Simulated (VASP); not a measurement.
# BAs (F-43m) in VASP: notebook

The runs below take BAs through single point, with PBE.

Everything below comes from runs of VASP 6.6.1. Logs are shortened: lines on timing, memory, paths and dates and some standing lists are left out, and cuts for length are marked.

## Step 1: The cell of the first run

It takes space group F-43m (No. 216, cubic). Conventional cell: a = 4.586 Å, b = 4.586 Å, c = 4.586 Å, α = 90.00°, β = 90.00°, γ = 90.00°. Within 2.6 Å of B (site symmetry -43m) lie 4 As at 1.99 Å. Within 2.6 Å of As (site symmetry -43m) lie 4 B at 1.99 Å.

## Step 2: Single point, PBE

Input file INCAR:

```
PREC = Accurate
ENCUT = 520
EDIFF = 1E-6
ISMEAR = 0
SIGMA = 0.01
LREAL = False
LASPH = True
NELM = 60
ALGO = Normal
ISIF = 2
LWAVE = False
LCHARG = True
GGA = PE
LELF = True
LVHAR = True
NBANDS = 11
```

Input file KPOINTS:

```
regular mesh
0
Gamma
  10 10 10
```

Input file POSCAR:

```
BAs
1.0
    0.0000000000      2.2932187275      2.2932187275
    2.2932187275      0.0000000000      2.2932187275
    2.2932187275      2.2932187275      0.0000000000
B As
1 1
Direct
    0.0000000000      0.0000000000      0.0000000000
    0.7500000000      0.7500000000      0.7500000000
```

Potentials or basis: VASP PAW PBE potentials, release 64 (B, As).

Started as:

```
cat potpaw_PBE.64/B/POTCAR potpaw_PBE.64/As/POTCAR > POTCAR
mpirun -np 1 vasp_std > vasp.out
```

OUTCAR:

```text
PREC = Accurate
   ENCUT = 520
   EDIFF = 1E-6
   ISMEAR = 0
   LREAL = False
   LASPH = True
   NELM = 60
   ISIF = 2
   GGA = PE

 ion  position               nearest neighbor table
   1  0.000  0.000  0.000-   2 1.99   2 1.99   2 1.99   2 1.99
   2  0.750  0.750  0.750-   1 1.99   1 1.99   1 1.99   1 1.99

  LATTYP: Found a face centered cubic cell.
 ALAT       =     4.5864374550

  Lattice vectors:

 A1 = (   0.0000000000,   2.2932187275,   2.2932187275)
 A2 = (   2.2932187275,   0.0000000000,   2.2932187275)
 A3 = (   2.2932187275,   2.2932187275,   0.0000000000)

Analysis of symmetry for initial positions (statically):
=====================================================================
 Subroutine PRICEL returns:
 Original cell was already a primitive cell.

 Routine SETGRP: Setting up the symmetry group for a
 face centered cubic supercell.

 Subroutine GETGRP returns: Found 24 space group operations
 (whereof 24 operations were pure point group operations)
 out of a pool of 48 trial point group operations.

The static configuration has the point symmetry T_d .

Analysis of symmetry for dynamics (positions and initial velocities):
=====================================================================
 Subroutine PRICEL returns:
 Original cell was already a primitive cell.

 Routine SETGRP: Setting up the symmetry group for a
 face centered cubic supercell.

 Subroutine GETGRP returns: Found 24 space group operations
 (whereof 24 operations were pure point group operations)
 out of a pool of 48 trial point group operations.

The dynamic configuration has the point symmetry T_d .

 Subroutine INISYM returns: Found 24 space group operations
 (whereof 24 operations are pure point group operations),
 and found     1 'primitive' translations

----------------------------------------------------------------------------------------

                                     Primitive cell

  volume of cell :      24.1194

  direct lattice vectors                    reciprocal lattice vectors
     0.000000000  2.293218728  2.293218728    -0.218034152  0.218034152  0.218034152
     2.293218728  0.000000000  2.293218728     0.218034152 -0.218034152  0.218034152
     2.293218728  2.293218728  0.000000000     0.218034152  0.218034152 -0.218034152

  length of vectors
     3.243101026  3.243101026  3.243101026     0.377646229  0.377646229  0.377646229

  position of ions in fractional coordinates (direct lattice)
     0.000000000  0.000000000  0.000000000
     0.750000000  0.750000000  0.750000000

  ion indices of the primitive-cell ions
   primitive index   ion index
                 1           1
                 2           2

----------------------------------------------------------------------------------------

 KPOINTS: regular mesh

Automatic generation of k-mesh.
 Grid dimensions read from file:
 generate k-points for:   10   10   10

 Generating k-lattice:

  Cartesian coordinates                     Fractional coordinates (reciprocal lattice)
    -0.021803415  0.021803415  0.021803415     0.100000000  0.000000000  0.000000000
     0.021803415 -0.021803415  0.021803415     0.000000000  0.100000000  0.000000000
     0.021803415  0.021803415 -0.021803415     0.000000000  0.000000000  0.100000000

  Length of vectors
     0.037764623  0.037764623  0.037764623

  Shift w.r.t. Gamma in fractional coordinates (k-lattice)
     0.000000000  0.000000000  0.000000000

 Subroutine IBZKPT returns following result:
 ===========================================

 Found     47 irreducible k-points:

 Following reciprocal coordinates:
            Coordinates               Weight
  0.000000  0.000000  0.000000      1.000000
  0.100000  0.000000  0.000000      8.000000
  0.200000  0.000000  0.000000      8.000000
  0.300000  0.000000  0.000000      8.000000
  0.400000  0.000000  0.000000      8.000000
  0.500000  0.000000  0.000000      4.000000
[... 16 lines left out ...]
  0.300000  0.300000  0.000000      6.000000
  0.400000  0.300000  0.000000     24.000000
 [... further k-points ...]
   k-points           NKPTS =     47   k-points in BZ     NKDIM =     47   number of bands    NBANDS=     11
   number of dos      NEDOS =    301   number of ions     NIONS =      2
   total plane-waves  NPLWV =  13824
   dimension x,y,z NGX =    24 NGY =   24 NGZ =   24
   dimension x,y,z NGXF=    48 NGYF=   48 NGZF=   48
   ions per type =               1   1
   NGX,Y,Z   is equivalent  to a cutoff of  12.30, 12.30, 12.30 a.u.
   NGXF,Y,Z  is equivalent  to a cutoff of  24.61, 24.61, 24.61 a.u.
 SYSTEM =  unknown system
   PREC   = accura    normal or accurate (medium, high low for compatibility)
   ISTART =      0    job   : 0-new  1-cont  2-samecut
   ICHARG =      2    charge: 1-file 2-atom 10-const
   ISPIN  =      1    spin polarized calculation?
   LNONCOLLINEAR =      F non collinear calculations
   LSORBIT =      F    spin-orbit coupling
   LASPH  =      T    aspherical Exc in radial PAW
   ENCUT  =  520.0 eV  38.22 Ry    6.18 a.u.   6.03  6.03  6.03*2*pi/ulx,y,z
   NELM   =     60;   NELMIN=  2; NELMDL= -5     # of ELM steps
   EDIFF  = 0.1E-05   stopping-criterion for ELM
   LREAL  =      F    real-space projection
   EDIFFG = 0.1E-04   stopping-criterion for IOM
   NSW    =      0    number of steps for IOM
   IBRION =     -1    ionic relax: 0-MD 1-quasi-New 2-CG
   NFREE  =      0    steps in history (QN), initial steepest desc. (CG)
   ISIF   =      2    stress and relaxation
   ISYM   =      2    0-nonsym 1-usesym 2-fastsym
   POTIM  = 0.5000    time-step for ionic-motion
   TEBEG  =    0.0;   TEEND  =   0.0 temperature during run
   PSTRESS=    0.0 pullay stress
   NELECT =       8.0000    total number of electrons
   NUPDOWN=      -1.0000    fix difference up-down
   EMIN   =  10.00;   EMAX   =-10.00  energy-range for DOS
   EFERMI =   0.00;   METHOD = LEGACY
   ISMEAR =     0;   SIGMA  =   0.01  broadening in eV -4-tet -1-fermi 0-gaus
   EFERMI_NEDOS =   21; number of points for ismear=-14 and -15
   IALGO  =     38    algorithm
   IMIX   =      4    mixing-type and parameters
     AMIX     =   0.40;   BMIX     =  1.00
     AMIX_MAG =   1.60;   BMIX_MAG =  1.00
  volume/ion in A,a.u.               =      12.06        81.38
  Fermi-wavevector in a.u.,A,eV,Ry     =   1.133225  2.141484 17.472576  1.284198
  Thomas-Fermi vector in A             =   2.269927
   LORBIT       =      0    0 simple, 1 ext, 2 COOP (PROOUT), +10 PAW based schemes
   GGA     = PE    functional components
   LHFCALC =     F    Hartree Fock is set to
   AEXX    =    0.0000 exact exchange contribution
   IVDW    =     0    specifies the selected vdW correction
   LEPSILON=     F    determine dielectric tensor
   LRPA    =     F    only Hartree local field effects (RPA)
 non-spin polarized calculation
 Gauss-broadening in eV      SIGMA  =   0.01
  energy-cutoff  :      520.00
  volume of cell :       24.12
 maximum number of plane-waves:       666
   NGX = 13   NGY = 13   NGZ = 13

 number of electron       7.9999999 magnetization

 Free energy of the ion-electron system (eV)
  ---------------------------------------------------
  ext. energy  EPLUGINS =         0.00000000
  ---------------------------------------------------
  free energy    TOTEN  =       -11.13760423 eV

  energy without entropy =      -11.13760423  energy(sigma->0) =      -11.13760423

 E-fermi :   7.6817     XC(G=0): -11.1212

 val. band max:        7.5456042798   @ k =   0.0000   0.0000   0.0000
 cond. band min:       8.5879208128   @ k =   0.4000   0.4000   0.0000
 fundamental gap:      1.0423165330
 Fermi energy:         7.6817078915

 k-point     1 :       0.0000    0.0000    0.0000
  band No.  band energies     occupation
      1      -9.0325      2.00000
      2       7.5456      2.00000
      3       7.5456      2.00000
      4       7.5456      2.00000
      5      10.9892      0.00000
      6      10.9892      0.00000
      7      10.9892      0.00000
      8      13.8307      0.00000
      9      17.7786      0.00000
     10      21.0106      0.00000
     11      21.0106      0.00000

 k-point     2 :       0.1000    0.0000    0.0000
  band No.  band energies     occupation
      1      -8.8493      2.00000
      2       6.0603      2.00000
      3       7.1997      2.00000
      4       7.1997      2.00000
      5      11.3480      0.00000
      6      11.4408      0.00000
      7      11.4408      0.00000
      8      14.4670      0.00000
      9      18.5261      0.00000
     10      19.7779      0.00000
     11      19.7779      0.00000

 k-point     3 :       0.2000    0.0000    0.0000
  band No.  band energies     occupation
      1      -8.3068      2.00000
      2       3.4859      2.00000
      3       6.5532      2.00000
      4       6.5532      2.00000
      5      11.3556      0.00000
      6      12.2219      0.00000
      7      12.2219      0.00000
      8      15.7418      0.00000
      9      18.9980      0.00000
     10      18.9980      0.00000
     11      19.5261      0.00000

 k-point     4 :       0.3000    0.0000    0.0000
  band No.  band energies     occupation
      1      -7.4364      2.00000
      2       0.9536      2.00000
      3       5.9894      2.00000
      4       5.9894      2.00000
      5      11.1777      0.00000
      6      12.5859      0.00000
      7      12.5859      0.00000
      8      16.5998      0.00000
      9      19.5734      0.00000
     10      19.5734      0.00000
     11      19.7215      0.00000
[... 239 lines left out ...]
 k-point    22 :      -0.2000    0.2000    0.0000
  band No.  band energies     occupation
      1      -7.1405      2.00000
      2       1.7269      2.00000
      3       2.9344      2.00000
      4       6.1000      2.00000
      5      11.9069      0.00000
      6      12.9980      0.00000
      7      14.0639      0.00000
      8      15.2097      0.00000
      9      17.6075      0.00000
     10      21.0053      0.00000
     11      23.0958      0.00000

 k-point    23 :       0.3000    0.3000    0.0000
  band No.  band energies     occupation
      1      -6.8815      2.00000
      2       2.1573      2.00000
      3       3.9258      2.00000
      4       3.9258      2.00000
      5       8.8548      0.00000
      6      11.2180      0.00000
      7      16.8036      0.00000
      8      16.8036      0.00000
      9      19.7103      0.00000
     10      23.3145      0.00000
     11      24.1669      0.00000

 k-point    24 :       0.4000    0.3000    0.0000
  band No.  band energies     occupation
      1      -6.0467      2.00000
      2       0.7448      2.00000
      3       3.0387      2.00000
      4       3.5953      2.00000
      5       9.1705      0.00000
      6      10.9507      0.00000
      7      17.2983      0.00000
      8      17.4378      0.00000
      9      20.7056      0.00000
     10      24.2472      0.00000
     11      25.0197      0.00000

 [... further k-points ...]
[... 5 lines left out ...]
  --------------------------------------------------------------------------------------
  -------------------------------------------------------------------------------------
  Total        3.9401166      3.9401166      3.9401166     -0.0000000     -0.0000000     -0.0000000
  in kB      261.7298303    261.7298303    261.7298303     -0.0000000     -0.0000000     -0.0000000
  external PRESSURE =     261.7298303 kB  Pullay stress =       0.0000000 kB

 VOLUME and BASIS-vectors are now :
 -----------------------------------------------------------------------------
  energy-cutoff  :      520.00
  volume of cell :       24.12
      direct lattice vectors                 reciprocal lattice vectors
     0.000000000  2.293218728  2.293218728    -0.218034152  0.218034152  0.218034152
     2.293218728  0.000000000  2.293218728     0.218034152 -0.218034152  0.218034152
     2.293218728  2.293218728  0.000000000     0.218034152  0.218034152 -0.218034152

 POSITION                                       TOTAL-FORCE (eV/Angst)
 -----------------------------------------------------------------------------------
      0.00000      0.00000      0.00000         0.000000      0.000000      0.000000
      3.43983      3.43983      3.43983        -0.000000     -0.000000     -0.000000
 -----------------------------------------------------------------------------------
    total drift:                               -0.000000     -0.000000     -0.000000

  FREE ENERGIE OF THE ION-ELECTRON SYSTEM (eV)
  ---------------------------------------------------
  free  energy   TOTEN  =       -11.1376042346 eV

  energy  without entropy=      -11.1376042346  energy(sigma->0) =      -11.13760423
```

Run time: 5.1 s. Hardware: 1 thread of Intel Xeon 6975P-C (Granite Rapids), shared host; peak memory 0.14 GiB.

Results:

```
Free energy            : -11.1376 eV
Pressure               : 26.2 GPa
Band gap on the k mesh : 1.04 eV, indirect (least direct gap 3.44 eV)
```

Levels at points of the mesh, in eV from the valence-band top:
```tsv
k point	band 1	band 2	band 3	band 4	band 5	band 6	band 7	band 8
(0.00, 0.00, 0.00)	-16.58	0.00	0.00	0.00	3.44	3.44	3.44	6.29
(0.50, 0.00, 0.00)	-13.24	-9.74	-2.04	-2.04	3.45	4.91	4.91	9.07
(0.50, 0.50, 0.00)	-11.72	-9.25	-4.62	-4.62	1.25	1.32	12.58	12.58
```

## Step 3: Single point, PBE

This run uses another cell than the first one, of 13.90 Å³/atom, 1.153 times its volume.

Input file INCAR:

```
  PREC = Accurate
  ENCUT = 520
  EDIFF = 1E-6
  ISMEAR = 0
  SIGMA = 0.01
  LREAL = F
  LASPH = T
  NELM = 100
  ALGO = Normal
  ISIF = 2
  LWAVE = F
  LCHARG = F
  GGA = PE
  NBANDS = 11
```

Input file KPOINTS:

```
Automatic mesh
0
Gamma
  10 10 10
```

Input file POSCAR:

```
BAs
1.0
    0.0000000000      2.4046443039      2.4046443039
    2.4046443039      0.0000000000      2.4046443039
    2.4046443039      2.4046443039      0.0000000000
B As
1 1
Direct
    0.0000000000      0.0000000000      0.0000000000
    0.7500000000      0.7500000000      0.7500000000
```

Potentials or basis: VASP PAW PBE potentials, release 64 (B, As).

Started as:

```
cat potpaw_PBE.64/B/POTCAR potpaw_PBE.64/As/POTCAR > POTCAR
mpirun -np 1 vasp_std > vasp.out
```

It took 7.1 s on 1 thread of Intel Xeon 6975P-C (Granite Rapids), shared host; peak memory 0.16 GiB.

Results (log left out):

* Free energy: -11.4134 eV
* Pressure: 0.6 GPa
* Band gap on the k mesh: 1.20 eV, indirect (least direct gap 3.25 eV)

Levels at points of the mesh, in eV from the valence-band top:
| k point | band 1 | band 2 | band 3 | band 4 | band 5 | band 6 | band 7 | band 8 | band 9 |
| --- | --- | --- | --- | --- | --- | --- | --- | --- | --- |
| (0.00, 0.00, 0.00) | -15.22 | 0.00 | 0.00 | 0.00 | 3.25 | 3.25 | 3.25 | 4.43 | 9.49 |
| (0.50, 0.00, 0.00) | -12.42 | -8.64 | -1.79 | -1.79 | 2.57 | 4.76 | 4.76 | 8.82 | 12.57 |
| (0.50, 0.50, 0.00) | -11.13 | -8.42 | -4.00 | -4.00 | 1.45 | 1.46 | 11.17 | 11.17 | 12.68 |
